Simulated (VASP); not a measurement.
Set up this calculation in VASP 6.6.1, as the native input.

- Task: single point
- Functional: PBE
- Potentials or basis: VASP PAW PBE potentials, release 64 (Al, Cu)
- Cutoff: 520 eV
- k mesh: 10 × 10 × 14
- Occupations: gaussian, width 0.15 eV
- Spin: no spin polarisation
- Dipole correction: no
- Further INCAR settings: ALGO = Fast; EDIFF = 1e-07; NBANDS = 16

The structure of Al2Cu lies in POSCAR:

```
Al2Cu
1.0
    3.9563161217      0.0000000000      0.0000000000
    0.0000000000      3.9563161217      0.0000000000
    0.0000000000      0.0000000000      2.8847334069
Al Cu
2 1
Direct
    0.5000000000      0.0019538196      0.5000000000
    0.0000000000      0.4913859260      0.5000000000
    0.0000000000      0.0028279343      0.0000000000
```

These files were run (other wordings do the same):

INCAR

```
SYSTEM = Al2Cu
  PREC = Accurate
  ENCUT = 520
  EDIFF = 1E-7
  ISMEAR = 0
  SIGMA = 0.15
  LREAL = .False.
  LASPH = .True.
  NELM = 60
  ALGO = Fast
  ISIF = 2
  LWAVE = .False.
  LCHARG = .False.
  GGA = PE
  NBANDS = 16
```

KPOINTS

```
regular mesh
0
Gamma
  10 10 14
  0 0 0
```

Potentials or basis: VASP PAW PBE potentials, release 64 (Al, Cu).

Run with:

```sh
$ cat potpaw_PBE.64/Al/POTCAR potpaw_PBE.64/Cu/POTCAR > POTCAR
$ mpirun -np 1 vasp_std > vasp.out
```

Results of the run:

| Property | Result |
| --- | --- |
| Pressure | 9.3 GPa |
| Largest force | 0.539 eV/Å |

Wall time 2.4 min on 1 thread of Intel(R) Xeon(R) Platinum 8559C (Emerald Rapids), with other jobs on the host, peak memory 0.3 GiB.
